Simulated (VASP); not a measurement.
A run of VASP 6.6.1 is set up as follows.

Contents of INCAR:

```
  PREC = Accurate
  ENCUT = 520
  EDIFF = 1E-6
  ISMEAR = -1
  SIGMA = 0.1
  LREAL = F
  LASPH = T
  NELM = 100
  ALGO = Normal
  ISIF = 2
  LWAVE = F
  LCHARG = F
  GGA = RP
  NBANDS = 9
```

Contents of KPOINTS:

```
regular mesh
0
Gamma
  13 13 13
```

Contents of POSCAR:

```
Te
1.0
    0.0000000000      2.4724134209      2.4724134209
    2.4724134209      0.0000000000      2.4724134209
    2.4724134209      2.4724134209      0.0000000000
Te
1
Direct
    0.0000000000      0.0000000000      0.0000000000
```

Potentials or basis: VASP PAW PBE potentials, release 64 (Te).

Launch:

```console
$ cat potpaw_PBE.64/Te/POTCAR > POTCAR
$ mpirun -np 1 vasp_std > vasp.out
```

Estimate the band gap on the k mesh.

zero (band 3 reaches 9.79 eV, above the bottom of band 4 at 5.40 eV).

What does it give for the pressure?

-1.8 GPa.

Caveat: the PAW data sets were made with another functional, which shifts forces and pressure a little; spin-orbit coupling is left out, which moves the levels of the heavy elements.
